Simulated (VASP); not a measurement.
# ZnGaC4N4 (P-43m) in VASP: a series of runs, part 2 of 2

VASP 6.6.1. The steps go on from the part before.

### 3 Single point, PBE, collinear spin, ferromagnetic start

This run uses another cell than the first one, of 20.43 Å³/atom.

INCAR

```
PREC = Accurate ; ENCUT = 520
EDIFF = 1E-6 ; ISMEAR = 0
SIGMA = 0.1 ; LREAL = False
LASPH = True ; NELM = 150
ALGO = Normal ; ISIF = 2
LWAVE = False ; LCHARG = False
ISPIN = 2 ; MAGMOM = 0 0 1 1 1 1 1 1 1 1
LORBIT = 11 ; GGA = PE
NBANDS = 46
```

KPOINTS

```
regular mesh
0
Gamma
  4 4 4
```

POSCAR

```
ZnGaC4N4
1.0
    5.8893628082      0.0000000000      0.0000000000
    0.0000000000      5.8893628082      0.0000000000
    0.0000000000      0.0000000000      5.8893628082
Zn Ga C N
1 1 4 4
Direct
    0.5000000000      0.5000000000      0.5000000000
    0.0000000000      0.0000000000      0.0000000000
    0.1927363932      0.1927363932      0.1927363932
    0.1927363932      0.8072636068      0.8072636068
    0.8072636068      0.1927363932      0.8072636068
    0.8072636068      0.8072636068      0.1927363932
    0.3075515623      0.3075515623      0.3075515623
    0.3075515623      0.6924484377      0.6924484377
    0.6924484377      0.3075515623      0.6924484377
    0.6924484377      0.6924484377      0.3075515623
```

Potentials or basis: VASP PAW PBE potentials, release 64 (Zn, Ga_d, C, N).

On the command line:

```sh
$ cat potpaw_PBE.64/Zn/POTCAR potpaw_PBE.64/Ga_d/POTCAR potpaw_PBE.64/C/POTCAR potpaw_PBE.64/N/POTCAR > POTCAR
$ mpirun -np 1 vasp_std > vasp.out
```

OUTCAR:

```text
PREC = Accurate
   ENCUT = 520
   EDIFF = 1E-6
   ISMEAR = 0
   LREAL = False
   LASPH = True
   NELM = 150
   ISIF = 2
   ISPIN = 2
   LORBIT = 11
   GGA = PE

 ion  position               nearest neighbor table
   1  0.500  0.500  0.500-   7 1.96   8 1.96   9 1.96  10 1.96
   2  0.000  0.000  0.000-   3 1.97   4 1.97   5 1.97   6 1.97
   3  0.193  0.193  0.193-   7 1.17   2 1.97
   4  0.193  0.807  0.807-   8 1.17   2 1.97
   5  0.807  0.193  0.807-   9 1.17   2 1.97
   6  0.807  0.807  0.193-  10 1.17   2 1.97
   7  0.308  0.308  0.308-   3 1.17   1 1.96
   8  0.308  0.692  0.692-   4 1.17   1 1.96
   9  0.692  0.308  0.692-   5 1.17   1 1.96
  10  0.692  0.692  0.308-   6 1.17   1 1.96

  LATTYP: Found a simple cubic cell.
 ALAT       =     5.8893628082

  Lattice vectors:

[... 1116 lines left out ...]

 VOLUME and BASIS-vectors are now :
 -----------------------------------------------------------------------------
  energy-cutoff  :      520.00
  volume of cell :      204.27
      direct lattice vectors                 reciprocal lattice vectors
     5.889362808  0.000000000  0.000000000     0.169797656  0.000000000  0.000000000
     0.000000000  5.889362808  0.000000000     0.000000000  0.169797656  0.000000000
     0.000000000  0.000000000  5.889362808     0.000000000  0.000000000  0.169797656

 POSITION                                       TOTAL-FORCE (eV/Angst)
 -----------------------------------------------------------------------------------
      2.94468      2.94468      2.94468        -0.000000     -0.000000     -0.000000
      0.00000      0.00000      0.00000        -0.000000     -0.000000     -0.000000
      1.13509      1.13509      1.13509        -0.192908     -0.192908     -0.192908
      1.13509      4.75427      4.75427        -0.192908      0.192908      0.192908
      4.75427      1.13509      4.75427         0.192908     -0.192908      0.192908
      4.75427      4.75427      1.13509         0.192908      0.192908     -0.192908
      1.81128      1.81128      1.81128         0.188009      0.188009      0.188009
      1.81128      4.07808      4.07808         0.188009     -0.188009     -0.188009
      4.07808      1.81128      4.07808        -0.188009      0.188009     -0.188009
      4.07808      4.07808      1.81128        -0.188009     -0.188009      0.188009
 -----------------------------------------------------------------------------------
    total drift:                               -0.000000     -0.000000     -0.000000

  FREE ENERGIE OF THE ION-ELECTRON SYSTEM (eV)
  ---------------------------------------------------
  free  energy   TOTEN  =       -69.9651022925 eV

  energy  without entropy=      -69.9250762965  energy(sigma->0) =      -69.94508929

 total charge

# of ion       s       p       d       tot
------------------------------------------
    1        0.441   0.555   9.866  10.862
    2        0.753   0.980  10.121  11.854
    3        0.941   1.659   0.000   2.600
    4        0.941   1.659   0.000   2.600
    5        0.941   1.659   0.000   2.600
    6        0.941   1.659   0.000   2.600
    7        1.295   2.586   0.000   3.881
    8        1.295   2.586   0.000   3.881
    9        1.295   2.586   0.000   3.881
   10        1.295   2.586   0.000   3.881
--------------------------------------------------
tot         10.138  18.515  19.988  48.641

 magnetization (x)

# of ion       s       p       d       tot
------------------------------------------
    1       -0.000   0.007   0.010   0.017
    2       -0.002   0.022   0.026   0.045
    3        0.006   0.037   0.000   0.043
    4        0.006   0.037   0.000   0.043
    5        0.006   0.037   0.000   0.043
    6        0.006   0.037   0.000   0.043
    7        0.002   0.031   0.000   0.033
    8        0.002   0.031   0.000   0.033
    9        0.002   0.031   0.000   0.033
   10        0.002   0.031   0.000   0.033
--------------------------------------------------
tot          0.030   0.301   0.036   0.366
```

stdout:

```text
POSCAR found type information on POSCAR ZnGaC N
 POSCAR found :  4 types and      10 ions
 scaLAPACK will be used
 LDA part: xc-table for (Slater+PW92), standard interpolation
 POSCAR, INCAR and KPOINTS ok, starting setup
 FFT: planning ... GRIDC
 FFT: planning ... GRID_SOFT
 FFT: planning ... GRID
 WAVECAR not read
 entering main loop
```

Wall time 7.7 min (1 thread of Intel Xeon 8259CL, shared host); peak memory 0.48 GiB.

Results:

* Free energy: -69.9651 eV
* Pressure: 0.6 GPa
* Largest force: 0.334 eV/Å
* Net moment: 0.79 μB per cell
* Site moments: Zn +0.02; Ga +0.04; C +0.04; N +0.03 μB
* Valence electrons inside the program's atomic spheres: Zn 10.86; Ga 11.85; C 2.60; N 3.88

Forces on the atoms (eV/Å):
```
Zn   0.000  0.000  0.000
Ga   0.000  0.000  0.000
C   -0.193 -0.193 -0.193
C   -0.193  0.193  0.193
C    0.193 -0.193  0.193
C    0.193  0.193 -0.193
N    0.188  0.188  0.188
N    0.188 -0.188 -0.188
N   -0.188  0.188 -0.188
N   -0.188 -0.188  0.188
```

Levels at points of the mesh, in eV from the Fermi level:
Spin up:
```
           k point  band 28  band 29  band 30  band 31  band 32  band 33
(0.00, 0.00, 0.00)    -6.37    -6.37    -6.37    -0.15    -0.15    -0.15
(0.50, 0.00, 0.00)    -6.41    -5.99    -5.99     0.01     0.01     0.13
(0.50, 0.50, 0.00)    -6.35    -6.03    -6.03     0.15     0.33     0.33
(0.50, 0.50, 0.50)    -6.44    -6.43    -6.43     0.29     0.29     0.29
```
Spin down:
```csv
k point,band 26,band 27,band 28,band 29,band 30,band 31,band 32,band 33,band 34,band 35
"(0.00, 0.00, 0.00)",-6.47,-6.47,-6.28,-6.28,-6.28,0.02,0.02,0.02,0.82,0.82
"(0.50, 0.00, 0.00)",-6.45,-6.37,-6.33,-5.91,-5.91,0.18,0.18,0.31,0.63,1.10
"(0.50, 0.50, 0.00)",-6.42,-6.39,-6.26,-5.95,-5.95,0.33,0.51,0.51,0.53,1.26
"(0.50, 0.50, 0.50)",-6.34,-6.34,-6.34,-6.33,-6.33,0.46,0.46,0.46,0.92,0.92
```

Caveat: a moment this small can come from the mesh or the smearing.
